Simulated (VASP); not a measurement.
# BiTe (I4/mmm) in VASP: notebook

Runs on BiTe. Level: PBE. Tasks: single point.

Everything below comes from runs of VASP 6.6.1. Logs are shortened: lines on timing, memory, paths and dates and some standing lists are left out, and cuts for length are marked.

## Step 1: The cell of the first run

The structure is tetragonal, space group I4/mmm (No. 139). Conventional cell: a = 4.970 Å, b = 4.970 Å, c = 5.482 Å, α = 90.00°, β = 90.00°, γ = 90.00°. Within 3.6 Å of Bi (site symmetry 4/mmm) lie 6 Te at 2.74 to 3.51 Å. Within 3.6 Å of Te (site symmetry 4/mmm) lie 6 Bi at 2.74 to 3.51 Å.

## Step 2: Single point, PBE

Input file INCAR:

```
PREC = Accurate ; ENCUT = 520
EDIFF = 1E-7 ; ISMEAR = 0
SIGMA = 0.15 ; LREAL = F
LASPH = T ; NELM = 80
ALGO = Normal ; ISIF = 2
LWAVE = F ; LCHARG = F
GGA = PE ; NBANDS = 18
```

Input file KPOINTS:

```
regular mesh
0
Gamma
  14 14 14
```

Input file POSCAR:

```
BiTe
1.0
    0.0000000000      3.5143317066      2.7411787312
    3.5143317066      0.0000000000      2.7411787312
    3.5143317066      3.5143317066      0.0000000000
Bi Te
1 1
Direct
    0.0000000000      0.0000000000      0.0000000000
    0.5000000000      0.5000000000      0.5000000000
```

Potentials or basis: VASP PAW PBE potentials, release 64 (Bi_d, Te).

Launch:

```
$ cat potpaw_PBE.64/Bi_d/POTCAR potpaw_PBE.64/Te/POTCAR > POTCAR
$ mpirun -np 1 vasp_std > vasp.out
```

OUTCAR:

```text
PREC = Accurate
   ENCUT = 520
   EDIFF = 1E-7
   ISMEAR = 0
   LREAL = F
   LASPH = T
   NELM = 80
   ISIF = 2
   GGA = PE

 ion  position               nearest neighbor table
   1  0.000  0.000  0.000-   2 2.74   2 2.74   2 3.51   2 3.51   2 3.51   2 3.51
   2  0.500  0.500  0.500-   1 2.74   1 2.74   1 3.51   1 3.51   1 3.51   1 3.51

  LATTYP: Found a body centered tetragonal cell.
 ALAT       =     4.9700155622
 C/A-ratio  =     1.1030865787

  Lattice vectors:

 A1 = (   0.0000000000,  -3.5143317066,  -2.7411787312)
 A2 = (   0.0000000000,   3.5143317066,  -2.7411787312)
 A3 = (   3.5143317066,   0.0000000000,   2.7411787312)

Analysis of symmetry for initial positions (statically):
=====================================================================
 Subroutine PRICEL returns:
 Original cell was already a primitive cell.

 Routine SETGRP: Setting up the symmetry group for a
 body centered tetragonal supercell.

 Subroutine GETGRP returns: Found 16 space group operations
 (whereof 16 operations were pure point group operations)
 out of a pool of 16 trial point group operations.

The static configuration has the point symmetry D_4h.

Analysis of symmetry for dynamics (positions and initial velocities):
=====================================================================
 Subroutine PRICEL returns:
 Original cell was already a primitive cell.

 Routine SETGRP: Setting up the symmetry group for a
 body centered tetragonal supercell.

 Subroutine GETGRP returns: Found 16 space group operations
 (whereof 16 operations were pure point group operations)
 out of a pool of 16 trial point group operations.

The dynamic configuration has the point symmetry D_4h.

 Subroutine INISYM returns: Found 16 space group operations
 (whereof 16 operations are pure point group operations),
 and found     1 'primitive' translations

----------------------------------------------------------------------------------------

                                     Primitive cell

  volume of cell :      67.7100

  direct lattice vectors                    reciprocal lattice vectors
     0.000000000  3.514331707  2.741178731    -0.142274561  0.142274561  0.182403283
     3.514331707  0.000000000  2.741178731     0.142274561 -0.142274561  0.182403283
     3.514331707  3.514331707  0.000000000     0.142274561  0.142274561 -0.182403283

  length of vectors
     4.456970740  4.456970740  4.970015562     0.271578826  0.271578826  0.271578826

  position of ions in fractional coordinates (direct lattice)
     0.000000000  0.000000000  0.000000000
     0.500000000  0.500000000  0.500000000

  ion indices of the primitive-cell ions
   primitive index   ion index
                 1           1
                 2           2

----------------------------------------------------------------------------------------

 KPOINTS: regular mesh

Automatic generation of k-mesh.
 Grid dimensions read from file:
 generate k-points for:   14   14   14

 Generating k-lattice:

  Cartesian coordinates                     Fractional coordinates (reciprocal lattice)
    -0.010162469  0.010162469  0.013028806     0.071428571  0.000000000  0.000000000
     0.010162469 -0.010162469  0.013028806     0.000000000  0.071428571  0.000000000
     0.010162469  0.010162469 -0.013028806     0.000000000  0.000000000  0.071428571

  Length of vectors
     0.019398488  0.019398488  0.019398488

  Shift w.r.t. Gamma in fractional coordinates (k-lattice)
     0.000000000  0.000000000  0.000000000

 Subroutine IBZKPT returns following result:
 ===========================================

 Found    244 irreducible k-points:

 Following reciprocal coordinates:
            Coordinates               Weight
  0.000000  0.000000  0.000000      1.000000
  0.071429  0.000000  0.000000      8.000000
  0.142857  0.000000  0.000000      8.000000
  0.214286  0.000000  0.000000      8.000000
  0.285714  0.000000  0.000000      8.000000
  0.357143  0.000000  0.000000      8.000000
[... 16 lines left out ...]
  0.214286  0.142857  0.000000      8.000000
  0.285714  0.142857  0.000000      8.000000
 [... further k-points ...]
   k-points           NKPTS =    244   k-points in BZ     NKDIM =    244   number of bands    NBANDS=     18
   number of dos      NEDOS =    301   number of ions     NIONS =      2
   total plane-waves  NPLWV =  51840
   dimension x,y,z NGX =    36 NGY =   36 NGZ =   40
   dimension x,y,z NGXF=    72 NGYF=   72 NGZF=   80
   ions per type =               1   1
   NGX,Y,Z   is equivalent  to a cutoff of  13.43, 13.43, 13.38 a.u.
   NGXF,Y,Z  is equivalent  to a cutoff of  26.86, 26.86, 26.76 a.u.
 SYSTEM =  unknown system
   PREC   = accura    normal or accurate (medium, high low for compatibility)
   ISTART =      0    job   : 0-new  1-cont  2-samecut
   ICHARG =      2    charge: 1-file 2-atom 10-const
   ISPIN  =      1    spin polarized calculation?
   LNONCOLLINEAR =      F non collinear calculations
   LSORBIT =      F    spin-orbit coupling
   LASPH  =      T    aspherical Exc in radial PAW
   ENCUT  =  520.0 eV  38.22 Ry    6.18 a.u.   8.29  8.29  9.24*2*pi/ulx,y,z
   NELM   =     80;   NELMIN=  2; NELMDL= -5     # of ELM steps
   EDIFF  = 0.1E-06   stopping-criterion for ELM
   LREAL  =      F    real-space projection
   EDIFFG = 0.1E-05   stopping-criterion for IOM
   NSW    =      0    number of steps for IOM
   IBRION =     -1    ionic relax: 0-MD 1-quasi-New 2-CG
   NFREE  =      0    steps in history (QN), initial steepest desc. (CG)
   ISIF   =      2    stress and relaxation
   ISYM   =      2    0-nonsym 1-usesym 2-fastsym
   POTIM  = 0.5000    time-step for ionic-motion
   TEBEG  =    0.0;   TEEND  =   0.0 temperature during run
   PSTRESS=    0.0 pullay stress
   NELECT =      21.0000    total number of electrons
   NUPDOWN=      -1.0000    fix difference up-down
   EMIN   =  10.00;   EMAX   =-10.00  energy-range for DOS
   EFERMI =   0.00;   METHOD = LEGACY
   ISMEAR =     0;   SIGMA  =   0.15  broadening in eV -4-tet -1-fermi 0-gaus
   EFERMI_NEDOS =   21; number of points for ismear=-14 and -15
   IALGO  =     38    algorithm
   IMIX   =      4    mixing-type and parameters
     AMIX     =   0.40;   BMIX     =  1.00
     AMIX_MAG =   1.60;   BMIX_MAG =  1.00
  volume/ion in A,a.u.               =      33.86       228.46
  Fermi-wavevector in a.u.,A,eV,Ry     =   1.108146  2.094092 16.707785  1.227988
  Thomas-Fermi vector in A             =   2.244669
   LORBIT       =      0    0 simple, 1 ext, 2 COOP (PROOUT), +10 PAW based schemes
   GGA     = PE    functional components
   LHFCALC =     F    Hartree Fock is set to
   AEXX    =    0.0000 exact exchange contribution
   IVDW    =     0    specifies the selected vdW correction
   LEPSILON=     F    determine dielectric tensor
   LRPA    =     F    only Hartree local field effects (RPA)
 non-spin polarized calculation
 Gauss-broadening in eV      SIGMA  =   0.15
  energy-cutoff  :      520.00
  volume of cell :       67.71
 maximum number of plane-waves:      1850
 NGX is ok and might be reduce to    36

 number of electron      21.0000001 magnetization

 Free energy of the ion-electron system (eV)
  ---------------------------------------------------
  ext. energy  EPLUGINS =         0.00000000
  ---------------------------------------------------
  free energy    TOTEN  =        -6.11405525 eV

  energy without entropy =       -6.09397951  energy(sigma->0) =       -6.10401738

 E-fermi :   6.4639     XC(G=0):  -9.3546

 val. band max:        6.4547167286   @ k =   0.2857   0.1429   0.0000
 cond. band min:       6.4751349822   @ k =   0.2857   0.0714   0.0000
 fundamental gap:      0.0204182536
 Fermi energy:         6.4639032647

 k-point     1 :       0.0000    0.0000    0.0000
  band No.  band energies     occupation
      1     -16.7418      2.00000
      2     -16.6378      2.00000
      3     -16.6378      2.00000
      4     -16.5756      2.00000
      5     -16.5720      2.00000
      6      -7.3698      2.00000
[... 10 lines left out ...]
     17      12.7462      0.00000
     18      13.5524      0.00000

 k-point     2 :       0.0714    0.0000    0.0000
  band No.  band energies     occupation
      1     -16.7421      2.00000
      2     -16.6376      2.00000
      3     -16.6375      2.00000
      4     -16.5754      2.00000
      5     -16.5720      2.00000
      6      -7.3241      2.00000
[... 10 lines left out ...]
     17      12.5107      0.00000
     18      13.2579      0.00000

 k-point     3 :       0.1429    0.0000    0.0000
  band No.  band energies     occupation
      1     -16.7431      2.00000
      2     -16.6370      2.00000
      3     -16.6369      2.00000
      4     -16.5748      2.00000
      5     -16.5722      2.00000
      6      -7.1875      2.00000
[... 10 lines left out ...]
     17      12.4327      0.00000
     18      12.5389      0.00000

 k-point     4 :       0.2143    0.0000    0.0000
  band No.  band energies     occupation
      1     -16.7445      2.00000
      2     -16.6362      2.00000
      3     -16.6360      2.00000
      4     -16.5738      2.00000
      5     -16.5724      2.00000
      6      -6.9610      2.00000
[... 375 lines left out ...]
      4     -16.5735      2.00000
      5     -16.5731      2.00000
      6      -6.9588      2.00000
[... 10 lines left out ...]
     17      12.8017      0.00000
     18      12.8017      0.00000

 k-point    23 :       0.2143    0.1429    0.0000
  band No.  band energies     occupation
      1     -16.7454      2.00000
      2     -16.6356      2.00000
      3     -16.6356      2.00000
      4     -16.5737      2.00000
      5     -16.5724      2.00000
      6      -6.7055      2.00000
[... 10 lines left out ...]
     17      13.5680      0.00000
     18      13.5999      0.00000

 k-point    24 :       0.2857    0.1429    0.0000
  band No.  band energies     occupation
      1     -16.7474      2.00000
      2     -16.6345      2.00000
      3     -16.6344      2.00000
      4     -16.5741      2.00000
      5     -16.5712      2.00000
      6      -6.3596      2.00000
[... 10 lines left out ...]
     17      14.4098      0.00000
     18      14.5165      0.00000

 [... further k-points ...]
[... 5 lines left out ...]
  --------------------------------------------------------------------------------------
  -------------------------------------------------------------------------------------
  Total       -1.5097152     -1.5097152     14.2529777      0.0000000      0.0000000      0.0000000
  in kB      -35.7233971    -35.7233971    337.2588362      0.0000000      0.0000000      0.0000000
  external PRESSURE =      88.6040140 kB  Pullay stress =       0.0000000 kB

 VOLUME and BASIS-vectors are now :
 -----------------------------------------------------------------------------
  energy-cutoff  :      520.00
  volume of cell :       67.71
      direct lattice vectors                 reciprocal lattice vectors
     0.000000000  3.514331707  2.741178731    -0.142274561  0.142274561  0.182403283
     3.514331707  0.000000000  2.741178731     0.142274561 -0.142274561  0.182403283
     3.514331707  3.514331707  0.000000000     0.142274561  0.142274561 -0.182403283

 POSITION                                       TOTAL-FORCE (eV/Angst)
 -----------------------------------------------------------------------------------
      0.00000      0.00000      0.00000        -0.000000     -0.000000      0.000000
      3.51433      3.51433      2.74118         0.000000      0.000000      0.000000
 -----------------------------------------------------------------------------------
    total drift:                               -0.000000      0.000000      0.000000

  FREE ENERGIE OF THE ION-ELECTRON SYSTEM (eV)
  ---------------------------------------------------
  free  energy   TOTEN  =        -6.1140552502 eV

  energy  without entropy=       -6.0939795135  energy(sigma->0) =       -6.10401738
```

It took 3.3 min on 1 thread of AMD EPYC 9R45 (Zen 5), shared host; peak memory 0.41 GiB.

Results:

- Free energy: -6.1141 eV
- Pressure: 8.9 GPa
- Band gap on the k mesh: zero (an odd number of electrons rules out a gap without spin polarisation)

Caveat: the cell stands under pressure; spin-orbit coupling is left out, which moves the levels of the heavy elements.

## Step 3: Single point, PBE

This run uses another cell than the first one, of the same volume but with other edges.

Input file INCAR:

```
SYSTEM = BiTe
PREC = Accurate
ENCUT = 520
EDIFF = 1E-6
ISMEAR = 0
SIGMA = 0.15
LREAL = .FALSE.
LASPH = .TRUE.
NELM = 60
ALGO = Normal
ISIF = 2
LWAVE = .FALSE.
LCHARG = .FALSE.
GGA = PE
NBANDS = 18
```

Input file KPOINTS:

```
regular mesh
0
G
  14 14 14
  0 0 0
```

Input file POSCAR:

```
BiTe
1.0
    0.0000000000      2.9641021581      3.8533328055
    2.9641021581      0.0000000000      3.8533328055
    2.9641021581      2.9641021581      0.0000000000
Bi Te
1 1
Direct
    0.0000000000      0.0000000000      0.0000000000
    0.5000000000      0.5000000000      0.5000000000
```

Potentials or basis: VASP PAW PBE potentials, release 64 (Bi_d, Te).

Launch:

```
$ cat potpaw_PBE.64/Bi_d/POTCAR potpaw_PBE.64/Te/POTCAR > POTCAR
$ mpirun -np 1 vasp_std > vasp.out
```

OUTCAR:

```text
SYSTEM = BiTe
   PREC = Accurate
   ENCUT = 520
   EDIFF = 1E-6
   ISMEAR = 0
   LREAL = .FALSE.
   LASPH = .TRUE.
   NELM = 60
   ISIF = 2
   GGA = PE

 ion  position               nearest neighbor table
   1  0.000  0.000  0.000-   2 2.96   2 2.96   2 2.96   2 2.96
   2  0.500  0.500  0.500-   1 2.96   1 2.96   1 2.96   1 2.96

  LATTYP: Found a body centered tetragonal cell.
 ALAT       =     4.1918734722
 C/A-ratio  =     1.8384776311

  Lattice vectors:

 A1 = (  -2.9641021581,   0.0000000000,   3.8533328055)
 A2 = (   2.9641021581,   0.0000000000,   3.8533328055)
 A3 = (   0.0000000000,   2.9641021581,  -3.8533328055)

Analysis of symmetry for initial positions (statically):
=====================================================================
 Subroutine PRICEL returns:
 Original cell was already a primitive cell.

 Routine SETGRP: Setting up the symmetry group for a
 body centered tetragonal supercell.

 Subroutine GETGRP returns: Found 16 space group operations
 (whereof 16 operations were pure point group operations)
 out of a pool of 16 trial point group operations.

The static configuration has the point symmetry D_4h.

Analysis of symmetry for dynamics (positions and initial velocities):
=====================================================================
 Subroutine PRICEL returns:
 Original cell was already a primitive cell.

 Routine SETGRP: Setting up the symmetry group for a
 body centered tetragonal supercell.

 Subroutine GETGRP returns: Found 16 space group operations
 (whereof 16 operations were pure point group operations)
 out of a pool of 16 trial point group operations.

The dynamic configuration has the point symmetry D_4h.

 Subroutine INISYM returns: Found 16 space group operations
 (whereof 16 operations are pure point group operations),
 and found     1 'primitive' translations
[... 103 lines left out ...]
   POTIM  = 0.5000    time-step for ionic-motion
   TEBEG  =    0.0;   TEEND  =   0.0 temperature during run
   PSTRESS=    0.0 pullay stress
   NELECT =      21.0000    total number of electrons
   NUPDOWN=      -1.0000    fix difference up-down
   EMIN   =  10.00;   EMAX   =-10.00  energy-range for DOS
   EFERMI =   0.00;   METHOD = LEGACY
   ISMEAR =     0;   SIGMA  =   0.15  broadening in eV -4-tet -1-fermi 0-gaus
   EFERMI_NEDOS =   21; number of points for ismear=-14 and -15
   IALGO  =     38    algorithm
   IMIX   =      4    mixing-type and parameters
     AMIX     =   0.40;   BMIX     =  1.00
     AMIX_MAG =   1.60;   BMIX_MAG =  1.00
  volume/ion in A,a.u.               =      33.86       228.46
  Fermi-wavevector in a.u.,A,eV,Ry     =   1.108146  2.094092 16.707785  1.227988
  Thomas-Fermi vector in A             =   2.244669
   LORBIT       =      0    0 simple, 1 ext, 2 COOP (PROOUT), +10 PAW based schemes
   GGA     = PE    functional components
   LHFCALC =     F    Hartree Fock is set to
   AEXX    =    0.0000 exact exchange contribution
   IVDW    =     0    specifies the selected vdW correction
   LEPSILON=     F    determine dielectric tensor
   LRPA    =     F    only Hartree local field effects (RPA)
 non-spin polarized calculation
 Gauss-broadening in eV      SIGMA  =   0.15
  energy-cutoff  :      520.00
  volume of cell :       67.71
 maximum number of plane-waves:      1854
   NGX = 19   NGY = 19   NGZ = 15

 number of electron      21.0000002 magnetization

 Free energy of the ion-electron system (eV)
  ---------------------------------------------------
  ext. energy  EPLUGINS =         0.00000000
  ---------------------------------------------------
  free energy    TOTEN  =        -6.60439065 eV

  energy without entropy =       -6.58749876  energy(sigma->0) =       -6.59594471

 E-fermi :   6.5758     XC(G=0):  -9.3407

 val. band max:        6.5735104822   @ k =  -0.4286   0.1429   0.0714
 cond. band min:       6.5911015352   @ k =   0.5000   0.1429   0.0714
 fundamental gap:      0.0175910531
 Fermi energy:         6.5757604842

 k-point     1 :       0.0000    0.0000    0.0000
  band No.  band energies     occupation
      1     -16.7166      2.00000
      2     -16.7076      2.00000
      3     -16.5628      2.00000
      4     -16.5628      2.00000
      5     -16.5605      2.00000
      6      -7.4458      2.00000
[... 481 lines left out ...]
      5     -16.5591      2.00000
      6      -7.0934      2.00000
[... 10 lines left out ...]
     17      13.4407      0.00000
     18      16.0854      0.00000

 [... further k-points ...]
[... 5 lines left out ...]
  --------------------------------------------------------------------------------------
  -------------------------------------------------------------------------------------
  Total        4.5475665      4.5475665     -0.8192709      0.0000000      0.0000000      0.0000000
  in kB      107.6060742    107.6060742    -19.3858690      0.0000000      0.0000000      0.0000000
  external PRESSURE =      65.2754264 kB  Pullay stress =       0.0000000 kB

 VOLUME and BASIS-vectors are now :
 -----------------------------------------------------------------------------
  energy-cutoff  :      520.00
  volume of cell :       67.71
      direct lattice vectors                 reciprocal lattice vectors
     0.000000000  2.964102158  3.853332806    -0.168685144  0.168685144  0.129757803
     2.964102158  0.000000000  3.853332806     0.168685144 -0.168685144  0.129757803
     2.964102158  2.964102158  0.000000000     0.168685144  0.168685144 -0.129757803

 POSITION                                       TOTAL-FORCE (eV/Angst)
 -----------------------------------------------------------------------------------
      0.00000      0.00000      0.00000        -0.000000      0.000000     -0.000000
      2.96410      2.96410      3.85333         0.000000     -0.000000      0.000000
 -----------------------------------------------------------------------------------
    total drift:                               -0.000000      0.000000      0.000000

  FREE ENERGIE OF THE ION-ELECTRON SYSTEM (eV)
  ---------------------------------------------------
  free  energy   TOTEN  =        -6.6043906529 eV

  energy  without entropy=       -6.5874987601  energy(sigma->0) =       -6.59594471
```

stdout:

```text
POSCAR found type information on POSCAR BiTe
 POSCAR found :  2 types and       2 ions
 scaLAPACK will be used
 LDA part: xc-table for (Slater+PW92), standard interpolation
 POSCAR, INCAR and KPOINTS ok, starting setup
 FFT: planning ... GRIDC
 FFT: planning ... GRID_SOFT
 FFT: planning ... GRID
 WAVECAR not read
 entering main loop
```

It took 2 min on 1 thread of AMD EPYC 9R45 (Zen 5), shared host; peak memory 0.39 GiB.

What came out:

```
Free energy            : -6.6044 eV
Pressure               : 6.5 GPa
Band gap on the k mesh : zero (an odd number of electrons rules out a gap without spin polarisation)
```

Stress tensor (GPa, compression positive):
```
10.76  0.00  0.00
 0.00 10.76  0.00
 0.00  0.00 -1.94
```

Caveat: the cell stands under pressure; spin-orbit coupling is left out, which moves the levels of the heavy elements.
